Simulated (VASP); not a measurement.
Wanted: the native input for a VASP 6.6.1 run.

- Task: single point
- Functional: r2SCAN
- Potentials or basis: VASP PAW PBE potentials, release 64 (Ba_sv)
- Cutoff: 520 eV
- k mesh: 4 × 4 × 4
- Occupations: fermi-dirac, width 0.1 eV
- Spin: no spin polarisation
- Dipole correction: no
- Further INCAR settings: ALGO = Normal; EDIFF = 1e-07; NBANDS = 50

Crystal: Ba.

```
Ba
1.0
     8.11825    0.00000    0.00000
     0.00000    8.11825    0.00000
     0.00000    0.00000    8.11825
Ba
8
Cartesian
  0.0000 0.0000 8.1182
  4.0591 4.0591 4.0591
  2.0296 8.1182 4.0591
  6.0887 0.0000 4.0591
  4.0591 2.0296 8.1182
  4.0591 6.0887 0.0000
  8.1182 4.0591 2.0296
  8.1182 4.0591 6.0887
```

One way to write it, as run:

POSCAR

```
Ba
1.0
    8.1182455746      0.0000000000      0.0000000000
    0.0000000000      8.1182455746      0.0000000000
    0.0000000000      0.0000000000      8.1182455746
Ba
8
Direct
    0.0000000000      0.0000000000      1.0000000000
    0.5000000000      0.5000000000      0.5000000000
    0.2500000000      1.0000000000      0.5000000000
    0.7500000000      0.0000000000      0.5000000000
    0.5000000000      0.2500000000      1.0000000000
    0.5000000000      0.7500000000      0.0000000000
    1.0000000000      0.5000000000      0.2500000000
    1.0000000000      0.5000000000      0.7500000000
```

INCAR.step1

```
PREC = Accurate
ENCUT = 520
ISMEAR = -1
SIGMA = 0.1
LREAL = F
LASPH = T
NELM = 80
NBANDS = 50
GGA = PE
ALGO = Normal
EDIFF = 1E-4
LWAVE = T
LCHARG = F
```

INCAR.step2

```
PREC = Accurate
ENCUT = 520
EDIFF = 1E-7
ISMEAR = -1
SIGMA = 0.1
LREAL = F
LASPH = T
NELM = 80
ALGO = Normal
ISIF = 2
LWAVE = F
LCHARG = T
METAGGA = R2SCAN
LMIXTAU = T
LELF = T
LVHAR = T
NBANDS = 50
ISTART = 1
```

KPOINTS

```
regular mesh
0
Gamma
  4 4 4
```

Potentials or basis: VASP PAW PBE potentials, release 64 (Ba_sv).

The run is started by

```console
$ cat potpaw_PBE.64/Ba_sv/POTCAR > POTCAR
$ cp INCAR.step1 INCAR
$ mpirun -np 1 vasp_std > vasp.out
$ cp INCAR.step2 INCAR
$ mpirun -np 1 vasp_std > vasp.out
```

Results of the run:

* Pressure: 0.1 GPa
* Band gap on the k mesh: zero (filled and empty bands touch)

Caveat: the PAW data sets were made with another functional, which shifts forces and pressure a little; spin-orbit coupling is left out, which moves the levels of the heavy elements.

Wall time 13 min on 1 thread of Intel(R) Xeon(R) Platinum 8488C (Sapphire Rapids), with other jobs on the host, peak memory 0.63 GiB.
